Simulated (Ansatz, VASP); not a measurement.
# FeCo3 in VASP and in Ansatz

```
Fe Co
1.0
     3.48765    0.00000    0.00000
     0.00000    3.48765    0.00000
     0.00000    0.00000    3.48765
Fe Co
1 3
Direct
  0.00000 0.00000 0.00000
  0.50000 0.50000 0.00000
  0.50000 0.00000 0.50000
  0.00000 0.50000 0.50000
```

Alike in both runs: functional PBEsol; k mesh 12 × 12 × 12; occupations gaussian, width 0.1 eV; collinear spin.

Ansatz relaxed the structure, and its values are those at the end. VASP's run is a single point on that final structure, the one shown.

|  | VASP | Ansatz |
| --- | --- | --- |
| version | VASP 6.6.1 | Ansatz 0.2.0 |
| potentials or method | VASP PAW PBE potentials, release 64 (Fe, Co), cutoff 520 eV | scalar-relativistic, plane waves, PAW |
| valence electrons in the cell | 35 | 67 |

Ansatz gave:

* gap on the k mesh at the Fermi level (eV): none
* pressure (GPa): 0.0
* net moment per atom (μB): 1.80
* size of the moment on the site where the two differ most (μB): 1.62

Task: What did VASP give for the same quantities?

Result: gap on the k mesh at the Fermi level (eV): none; pressure (GPa): -0.6; net moment per atom (μB): 1.79; size of the moment on the site where the two differ most (μB): 1.56.

VASP's potentials were made for PBE, not for PBEsol. Site moments also hang on the region over which each program counts them. A gap of «none» marks a metal or a gap that the smearing closes. VASP's potentials hold 35 valence electrons a cell and Ansatz's 67, so a difference there can come from the potentials and not from the codes.
